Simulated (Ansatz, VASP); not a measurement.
## One calculation of BP, two programs

File INCAR:

```
SYSTEM = BP
  ALGO = Normal
  EDIFF = 1E-6
  ENCUT = 520
  GGA = PS
  ISIF = 2
  ISMEAR = 0
  LASPH = .TRUE.
  LCHARG = .FALSE.
  LREAL = .FALSE.
  LWAVE = .FALSE.
  NBANDS = 11
  NELM = 100
  PREC = Accurate
  SIGMA = 0.05
```

The input KPOINTS:

```
k-points
0
G
  12 12 12
  0 0 0
```

Contents of POSCAR:

```
BP
1.0
    0.0000000000      2.3042768564      2.3042768564
    2.3042768564      0.0000000000      2.3042768564
    2.3042768564      2.3042768564      0.0000000000
B P
1 1
Direct
    0.0000000000      0.0000000000      0.0000000000
    0.7500000000      0.7500000000      0.7500000000
```

Input for Ansatz:

```yaml
crystal:
  lattice:
    - [0.0, 2.3042768564, 2.3042768564]
    - [2.3042768564, 0.0, 2.3042768564]
    - [2.3042768564, 2.3042768564, 0.0]
  atoms:
    - { symbol: B, position: [0.0, 0.0, 0.0] }
    - { symbol: P, position: [0.75, 0.75, 0.75] }
basis:
  ecutwfc: 520.0
kpoints:
  mp_grid: { grid: [12, 12, 12] }
hamiltonian:
  xc: pbesol
scf:
  occupations: { method: gaussian, width: 0.05 }
output:
  forces: true
  stress: true
  eigenvalues: true
  write_density: true
  write_potential: true
  elf: true
  volumetric_format: npy
```

Alike in both runs: task single point; functional PBEsol; k mesh 12 × 12 × 12; occupations gaussian, width 0.05 eV; no spin polarisation.

|  | VASP | Ansatz |
| --- | --- | --- |
| version | VASP 6.6.1 | Ansatz 0.2.0 |
| potentials or method | VASP PAW PBE potentials, release 64 (B, P), cutoff 520 eV | scalar-relativistic, plane waves, PAW |
| valence electrons in the cell | 8 | 8 |

VASP gave:

- gap on the k mesh at the Fermi level (eV): 1.19
- least direct gap on the mesh (eV): 3.29
- pressure (GPa): -8.7

Question: What did Ansatz give for the same quantities?

Answer: gap on the k mesh at the Fermi level (eV): 1.19; least direct gap on the mesh (eV): 3.30; pressure (GPa): -8.8.

VASP's potentials were made for PBE, not for PBEsol.
